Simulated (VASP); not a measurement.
# Na (I4/mmm) in VASP: further runs, part 2 of 2

VASP 6.6.1.

## Step 5: Single point, PBEsol

The input, INCAR:

```
SYSTEM = Na
ALGO     = Fast           ! electronic algorithm
EDIFF    = 1E-6           ! SCF threshold, eV
ENCUT    = 520            ! plane-wave cutoff, eV
GGA      = PS             ! functional
ISIF     = 2              ! what is computed and relaxed
ISMEAR   = 0              ! smearing method
LASPH    = .True.         ! aspherical terms in the spheres
LCHARG   = .False.        ! write CHGCAR
LREAL    = .False.        ! projectors in reciprocal space
LWAVE    = .False.        ! write WAVECAR
NBANDS   = 10             ! bands
NELM     = 60             ! most SCF steps
PREC     = Accurate       ! precision mode
SIGMA    = 0.15           ! smearing width, eV
```

The input, KPOINTS:

```
k-points
0
Gamma
  18 18 18
  0 0 0
```

The input, POSCAR:

```
Na
1.0
   -2.0512843058      2.0512843058      2.2564127364
    2.0512843058     -2.0512843058      2.2564127364
    2.0512843058      2.0512843058     -2.2564127364
Na
1
Direct
    0.0000000000      0.0000000000      0.0000000000
```

Potentials or basis: VASP PAW PBE potentials, release 64 (Na_pv).

Run with:

```console
$ cat potpaw_PBE.64/Na_pv/POTCAR > POTCAR
$ mpirun -np 1 vasp_std > vasp.out
```

OUTCAR:

```text
SYSTEM = Na
   EDIFF = 1E-6
   ENCUT = 520
   GGA = PS
   ISIF = 2
   ISMEAR = 0
   LASPH = .True.
   LREAL = .False.
   NELM = 60
   PREC = Accurate

 ion  position               nearest neighbor table
   1  0.000  0.000  0.000-

  LATTYP: Found a body centered tetragonal cell.
 ALAT       =     4.1025686116
 C/A-ratio  =     1.1000000000

  Lattice vectors:

 A1 = (  -2.0512843058,   2.0512843058,   2.2564127364)
 A2 = (   2.0512843058,  -2.0512843058,   2.2564127364)
 A3 = (   2.0512843058,   2.0512843058,  -2.2564127364)

Analysis of symmetry for initial positions (statically):
=====================================================================
 Subroutine PRICEL returns:
 Original cell was already a primitive cell.

 Routine SETGRP: Setting up the symmetry group for a
 body centered tetragonal supercell.

 Subroutine GETGRP returns: Found 16 space group operations
 (whereof 16 operations were pure point group operations)
 out of a pool of 16 trial point group operations.

The static configuration has the point symmetry D_4h.

Analysis of symmetry for dynamics (positions and initial velocities):
=====================================================================
 Subroutine PRICEL returns:
 Original cell was already a primitive cell.

 Routine SETGRP: Setting up the symmetry group for a
 body centered tetragonal supercell.

 Subroutine GETGRP returns: Found 16 space group operations
 (whereof 16 operations were pure point group operations)
 out of a pool of 16 trial point group operations.

The dynamic configuration has the point symmetry D_4h.

 Subroutine INISYM returns: Found 16 space group operations
 (whereof 16 operations are pure point group operations),
 and found     1 'primitive' translations

----------------------------------------------------------------------------------------

                                     Primitive cell

  volume of cell :      37.9778

  direct lattice vectors                    reciprocal lattice vectors
    -2.051284306  2.051284306  2.256412736     0.000000000  0.243749732  0.221590666
     2.051284306 -2.051284306  2.256412736     0.243749732  0.000000000  0.221590666
     2.051284306  2.051284306 -2.256412736     0.243749732  0.243749732  0.000000000

  length of vectors
     3.675177961  3.675177961  3.675177961     0.329418207  0.329418207  0.344714177

  position of ions in fractional coordinates (direct lattice)
     0.000000000  0.000000000  0.000000000

  ion indices of the primitive-cell ions
   primitive index   ion index
                 1           1

----------------------------------------------------------------------------------------

 KPOINTS: k-points

Automatic generation of k-mesh.
 Grid dimensions read from file:
 generate k-points for:   18   18   18

 Generating k-lattice:

  Cartesian coordinates                     Fractional coordinates (reciprocal lattice)
     0.000000000  0.013541652  0.012310593     0.055555556 -0.000000000  0.000000000
     0.013541652  0.000000000  0.012310593    -0.000000000  0.055555556  0.000000000
     0.013541652  0.013541652  0.000000000     0.000000000  0.000000000  0.055555556

  Length of vectors
     0.018301011  0.018301011  0.019150788

  Shift w.r.t. Gamma in fractional coordinates (k-lattice)
     0.000000000  0.000000000  0.000000000

 Subroutine IBZKPT returns following result:
 ===========================================

 Found    480 irreducible k-points:

 Following reciprocal coordinates:
            Coordinates               Weight
  0.000000  0.000000  0.000000      1.000000
  0.055556 -0.000000  0.000000      8.000000
  0.111111 -0.000000  0.000000      8.000000
  0.166667 -0.000000  0.000000      8.000000
  0.222222 -0.000000  0.000000      8.000000
  0.277778  0.000000  0.000000      8.000000
[... 16 lines left out ...]
 -0.277778  0.055556 -0.000000     16.000000
 -0.222222  0.055556 -0.000000     16.000000
 [... further k-points ...]
   k-points           NKPTS =    480   k-points in BZ     NKDIM =    480   number of bands    NBANDS=     10
   number of dos      NEDOS =    301   number of ions     NIONS =      1
   total plane-waves  NPLWV =  21952
   dimension x,y,z NGX =    28 NGY =   28 NGZ =   28
   dimension x,y,z NGXF=    56 NGYF=   56 NGZF=   56
   ions per type =               1
   NGX,Y,Z   is equivalent  to a cutoff of  12.67, 12.67, 12.67 a.u.
   NGXF,Y,Z  is equivalent  to a cutoff of  25.33, 25.33, 25.33 a.u.
 SYSTEM =  Na
   PREC   = accura    normal or accurate (medium, high low for compatibility)
   ISTART =      0    job   : 0-new  1-cont  2-samecut
   ICHARG =      2    charge: 1-file 2-atom 10-const
   ISPIN  =      1    spin polarized calculation?
   LNONCOLLINEAR =      F non collinear calculations
   LSORBIT =      F    spin-orbit coupling
   LASPH  =      T    aspherical Exc in radial PAW
   ENCUT  =  520.0 eV  38.22 Ry    6.18 a.u.   6.83  6.83  6.83*2*pi/ulx,y,z
   NELM   =     60;   NELMIN=  2; NELMDL= -5     # of ELM steps
   EDIFF  = 0.1E-05   stopping-criterion for ELM
   LREAL  =      F    real-space projection
   EDIFFG = 0.1E-04   stopping-criterion for IOM
   NSW    =      0    number of steps for IOM
   IBRION =     -1    ionic relax: 0-MD 1-quasi-New 2-CG
   NFREE  =      0    steps in history (QN), initial steepest desc. (CG)
   ISIF   =      2    stress and relaxation
   ISYM   =      2    0-nonsym 1-usesym 2-fastsym
   POTIM  = 0.5000    time-step for ionic-motion
   TEBEG  =    0.0;   TEEND  =   0.0 temperature during run
   PSTRESS=    0.0 pullay stress
   NELECT =       7.0000    total number of electrons
   NUPDOWN=      -1.0000    fix difference up-down
   EMIN   =  10.00;   EMAX   =-10.00  energy-range for DOS
   EFERMI =   0.00;   METHOD = LEGACY
   ISMEAR =     0;   SIGMA  =   0.15  broadening in eV -4-tet -1-fermi 0-gaus
   EFERMI_NEDOS =   21; number of points for ismear=-14 and -15
   IALGO  =     68    algorithm
   IMIX   =      4    mixing-type and parameters
     AMIX     =   0.40;   BMIX     =  1.00
     AMIX_MAG =   1.60;   BMIX_MAG =  1.00
  volume/ion in A,a.u.               =      37.98       256.29
  Fermi-wavevector in a.u.,A,eV,Ry     =   0.931674  1.760609 11.810087  0.868017
  Thomas-Fermi vector in A             =   2.058192
   LORBIT       =      0    0 simple, 1 ext, 2 COOP (PROOUT), +10 PAW based schemes
   GGA     = PS    functional components
   LHFCALC =     F    Hartree Fock is set to
   AEXX    =    0.0000 exact exchange contribution
   IVDW    =     0    specifies the selected vdW correction
   LEPSILON=     F    determine dielectric tensor
   LRPA    =     F    only Hartree local field effects (RPA)
 non-spin polarized calculation
 RMM-DIIS sequential band-by-band and
 Gauss-broadening in eV      SIGMA  =   0.15
  energy-cutoff  :      520.00
  volume of cell :       37.98
 maximum number of plane-waves:      1044
   NGX = 13   NGY = 13   NGZ = 13

 number of electron       7.0000003 magnetization

 Free energy of the ion-electron system (eV)
  ---------------------------------------------------
  ext. energy  EPLUGINS =         0.00000000
  ---------------------------------------------------
  free energy    TOTEN  =        -1.40026938 eV

  energy without entropy =       -1.39522594  energy(sigma->0) =       -1.39774766

 E-fermi :   0.2426     XC(G=0):  -6.4376

 val. band max:        0.2361402152   @ k =   0.4444  -0.0000   0.0000
 cond. band min:       0.2457163167   @ k =  -0.2222  -0.3889   0.1667
 fundamental gap:      0.0095761014
 Fermi energy:         0.2426208527

 k-point     1 :       0.0000    0.0000    0.0000
  band No.  band energies     occupation
      1     -24.5697      2.00000
      2     -24.5697      2.00000
      3     -24.5696      2.00000
      4      -2.9888      2.00000
      5      11.4263      0.00000
      6      11.4263      0.00000
      7      12.1797      0.00000
      8      12.7993      0.00000
      9      12.8156      0.00000
     10      13.1000      0.00000
[... 287 lines left out ...]
 k-point    24 :      -0.2222    0.0556   -0.0000
  band No.  band energies     occupation
      1     -24.5813      2.00000
      2     -24.5730      2.00000
      3     -24.5702      2.00000
      4      -2.2965      2.00000
      5       7.1869      0.00000
      6       9.6718      0.00000
      7      10.3465      0.00000
      8      11.6037      0.00000
      9      11.7497      0.00000
     10      13.1150      0.00000

 [... further k-points ...]

------------------------ aborting loop because EDIFF is reached ----------------------------------------

  FORCE on cell =-STRESS in cart. coord.  units (eV):
  Direction    XX          YY          ZZ          XY          YZ          ZX
  --------------------------------------------------------------------------------------
  -------------------------------------------------------------------------------------
  Total       -0.0351804     -0.0351804     -0.0423883      0.0000000     -0.0000000      0.0000000
  in kB       -1.4841593     -1.4841593     -1.7882424      0.0000000     -0.0000000      0.0000000
  external PRESSURE =      -1.5855203 kB  Pullay stress =       0.0000000 kB

 VOLUME and BASIS-vectors are now :
 -----------------------------------------------------------------------------
  energy-cutoff  :      520.00
  volume of cell :       37.98
      direct lattice vectors                 reciprocal lattice vectors
    -2.051284306  2.051284306  2.256412736     0.000000000  0.243749732  0.221590666
     2.051284306 -2.051284306  2.256412736     0.243749732  0.000000000  0.221590666
     2.051284306  2.051284306 -2.256412736     0.243749732  0.243749732  0.000000000

 POSITION                                       TOTAL-FORCE (eV/Angst)
 -----------------------------------------------------------------------------------
      0.00000      0.00000      0.00000         0.000000      0.000000     -0.000000
 -----------------------------------------------------------------------------------
    total drift:                                0.000000     -0.000000     -0.000000

  FREE ENERGIE OF THE ION-ELECTRON SYSTEM (eV)
  ---------------------------------------------------
  free  energy   TOTEN  =        -1.4002693755 eV

  energy  without entropy=       -1.3952259398  energy(sigma->0) =       -1.39774766
```

It took 53 s on 1 thread of Intel Xeon 6975P-C (Granite Rapids), shared host; peak memory 0.26 GiB.

What came out:

- Free energy: -1.4003 eV
- Pressure: -0.2 GPa

Caveat: the PAW data sets were made with another functional, which shifts forces and pressure a little.

## Step 6: Single point, PBEsol

This run uses another cell than the first one, of the same volume but with other edges.

The input, INCAR:

```
SYSTEM = Na
PREC = Accurate
ENCUT = 520
EDIFF = 1E-7
ISMEAR = 0
SIGMA = 0.15
LREAL = .FALSE.
LASPH = .TRUE.
NELM = 100
ALGO = Fast
ISIF = 2
LWAVE = .FALSE.
LCHARG = .FALSE.
GGA = PS
NBANDS = 10
```

The input, KPOINTS:

```
Automatic mesh
0
G
  18 18 18
  0 0 0
```

The input, POSCAR:

```
Na
1.0
   -2.4444751881      2.4444751881      1.5889088723
    2.4444751881     -2.4444751881      1.5889088723
    2.4444751881      2.4444751881     -1.5889088723
Na
1
Direct
    0.0000000000      0.0000000000      0.0000000000
```

Potentials or basis: VASP PAW PBE potentials, release 64 (Na_pv).

Run with:

```console
$ cat potpaw_PBE.64/Na_pv/POTCAR > POTCAR
$ mpirun -np 1 vasp_std > vasp.out
```

OUTCAR:

```text
SYSTEM = Na
   PREC = Accurate
   ENCUT = 520
   EDIFF = 1E-7
   ISMEAR = 0
   LREAL = .FALSE.
   LASPH = .TRUE.
   NELM = 100
   ISIF = 2
   GGA = PS

 ion  position               nearest neighbor table
   1  0.000  0.000  0.000-

  LATTYP: Found a body centered tetragonal cell.
 ALAT       =     4.8889503762
 C/A-ratio  =     0.6500000000

  Lattice vectors:

 A1 = (  -2.4444751881,   2.4444751881,   1.5889088723)
 A2 = (   2.4444751881,  -2.4444751881,   1.5889088723)
 A3 = (   2.4444751881,   2.4444751881,  -1.5889088723)
[... 483 lines left out ...]
      2     -24.6730      2.00000
      3     -24.6705      2.00000
      4      -2.2223      2.00000
      5       6.4042      0.00000
      6       7.9320      0.00000
      7      10.8428      0.00000
      8      11.5513      0.00000
      9      12.5641      0.00000
     10      12.9441      0.00000

 [... further k-points ...]
[... 5 lines left out ...]
  --------------------------------------------------------------------------------------
  -------------------------------------------------------------------------------------
  Total       -0.2804771     -0.2804771      0.6472264      0.0000000      0.0000000      0.0000000
  in kB      -11.8325342    -11.8325342     27.3046476      0.0000000      0.0000000      0.0000000
  external PRESSURE =       1.2131931 kB  Pullay stress =       0.0000000 kB

 VOLUME and BASIS-vectors are now :
 -----------------------------------------------------------------------------
  energy-cutoff  :      520.00
  volume of cell :       37.98
      direct lattice vectors                 reciprocal lattice vectors
    -2.444475188  2.444475188  1.588908872     0.000000000  0.204542882  0.314681357
     2.444475188 -2.444475188  1.588908872     0.204542882  0.000000000  0.314681357
     2.444475188  2.444475188 -1.588908872     0.204542882  0.204542882  0.000000000

 POSITION                                       TOTAL-FORCE (eV/Angst)
 -----------------------------------------------------------------------------------
      0.00000      0.00000      0.00000         0.000000      0.000000     -0.000000
 -----------------------------------------------------------------------------------
    total drift:                               -0.000000     -0.000000     -0.000000

  FREE ENERGIE OF THE ION-ELECTRON SYSTEM (eV)
  ---------------------------------------------------
  free  energy   TOTEN  =        -1.3113128022 eV

  energy  without entropy=       -1.3058106640  energy(sigma->0) =       -1.30856173
```

stdout:

```text
POSCAR found type information on POSCAR Na
 POSCAR found :  1 types and       1 ions
 scaLAPACK will be used
 -----------------------------------------------------------------------------
|                                                                             |
|                                                                             |
|     You enforced a specific xc type in the INCAR file but a different       |
|     I HOPE YOU KNOW WHAT YOU ARE DOING!                                     |
|                                                                             |
 -----------------------------------------------------------------------------

 LDA part: xc-table for (Slater+PW92), standard interpolation
 POSCAR, INCAR and KPOINTS ok, starting setup
 FFT: planning ... GRIDC
 FFT: planning ... GRID_SOFT
 FFT: planning ... GRID
 WAVECAR not read
 entering main loop
WARNING in EDDRMM: call to ZHEGV failed, returncode =   6  3      8
WARNING in EDDRMM: call to ZHEGV failed, returncode =   8  4      9
WARNING in EDDRMM: call to ZHEGV failed, returncode =   6  3      8
```

Run time: 65 s. Hardware: 1 thread of Intel Xeon 6975P-C (Granite Rapids), shared host; peak memory 0.26 GiB.

What came out:

```yaml
Free_energy: -1.3113 eV
Pressure: 0.1 GPa
```

Stress tensor (GPa, compression positive):
```
-1.18  0.00  0.00
 0.00 -1.18  0.00
 0.00  0.00  2.73
```

Levels at points of the mesh, in eV from the Fermi level:
```
           k point  band 1  band 2  band 3  band 4  band 5  band 6  band 7  band 8
(0.00, 0.00, 0.00)  -24.93  -24.93  -24.92   -3.24    7.88    9.04    9.04    9.68
(0.50, 0.00, 0.00)  -25.02  -24.93  -24.93    1.69    2.33    7.02    8.02    8.06
(0.50, 0.50, 0.00)  -24.95  -24.93  -24.92   -0.11   -0.04   10.95   11.45   12.01
(0.50, 0.50, 0.50)  -24.95  -24.95  -24.93    2.69    2.69    3.01    3.59   11.38
```

Caveat: the PAW data sets were made with another functional, which shifts forces and pressure a little.

## Step 7: Single point, PBEsol

The input, INCAR:

```
ALGO     = Fast           # electronic algorithm
EDIFF    = 1E-7           # SCF threshold, eV
ENCUT    = 520            # plane-wave cutoff, eV
GGA      = PS             # functional
ISIF     = 2              # what is computed and relaxed
ISMEAR   = 0              # smearing method
LASPH    = T              # aspherical terms in the spheres
LCHARG   = F              # write CHGCAR
LREAL    = F              # projectors in reciprocal space
LWAVE    = F              # write WAVECAR
NBANDS   = 10             # bands
NELM     = 100            # most SCF steps
PREC     = Accurate       # precision mode
SIGMA    = 0.15           # smearing width, eV
```

The input, KPOINTS:

```
k-points
0
Gamma
  18 18 18
```

The input, POSCAR:

```
Na
1.0
   -2.0833408009      2.0833408009      2.1875078409
    2.0833408009     -2.0833408009      2.1875078409
    2.0833408009      2.0833408009     -2.1875078409
Na
1
Direct
    0.0000000000      0.0000000000      0.0000000000
```

Run with:

```console
$ cat potpaw_PBE.64/Na_pv/POTCAR > POTCAR
$ mpirun -np 1 vasp_std > vasp.out
```

It took 64 s on 1 thread of Intel Xeon 6975P-C (Granite Rapids), shared host; peak memory 0.26 GiB.

Results (log left out):

```
Free energy : -1.4005 eV
Pressure    : -0.3 GPa
```

Levels at points of the mesh, in eV from the Fermi level:
| k point | band 2 | band 3 | band 4 | band 5 | band 6 | band 7 |
| --- | --- | --- | --- | --- | --- | --- |
| (0.00, 0.00, 0.00) | -24.81 | -24.81 | -3.23 | 11.35 | 11.35 | 12.07 |
| (0.50, 0.00, 0.00) | -24.82 | -24.81 | 0.68 | 1.13 | 8.31 | 9.21 |
| (0.50, 0.50, 0.00) | -24.82 | -24.81 | 0.86 | 1.35 | 7.71 | 8.60 |
| (0.50, 0.50, 0.50) | -24.83 | -24.83 | 4.23 | 4.27 | 4.68 | 5.08 |

Caveat: the PAW data sets were made with another functional, which shifts forces and pressure a little.

## Step 8: Summary

| cell | further INCAR settings | gap on the mesh (eV) | pressure (GPa) |
| --- | --- | --- | --- |
| a = 3.715 Å, angles 103.5, 103.5, 122.2°, 1 atom | ALGO = Fast; EDIFF = 1e-07; NBANDS = 10 | none | -0.2 |
| a = 3.727 Å, angles 117.3, 117.3, 94.8°, 1 atom | ALGO = Fast; EDIFF = 1e-07; NBANDS = 10 | none | -0.3 |
| a = 3.673 Å, angles 107.3, 107.3, 113.9°, 1 atom | ALGO = Fast; EDIFF = 1e-07; NBANDS = 10 | none | -0.3 |
| a = 3.675 Å, angles 112.1, 112.1, 104.2°, 1 atom | ALGO = Fast; EDIFF = 1e-06; NBANDS = 10 | none | -0.2 |
| a = 3.805 Å, angles 100.0, 100.0, 130.6°, 1 atom | ALGO = Fast; EDIFF = 1e-07; NBANDS = 10 | none | 0.1 |
| a = 3.670 Å, angles 110.8, 110.8, 106.8°, 1 atom | ALGO = Fast; EDIFF = 1e-07; NBANDS = 10 | none | -0.3 |

Alike in all rows: task single point; level PBEsol; potentials or basis VASP PAW PBE potentials, release 64 (Na_pv); no spin polarisation; k mesh 18 × 18 × 18; cutoff (eV) 520; smearing gaussian 0.15 eV.

Caveats: the PAW data sets were made with another functional, which shifts forces and pressure a little.

Total energies depend on the potentials used, so only differences within one code and one set of settings carry meaning.
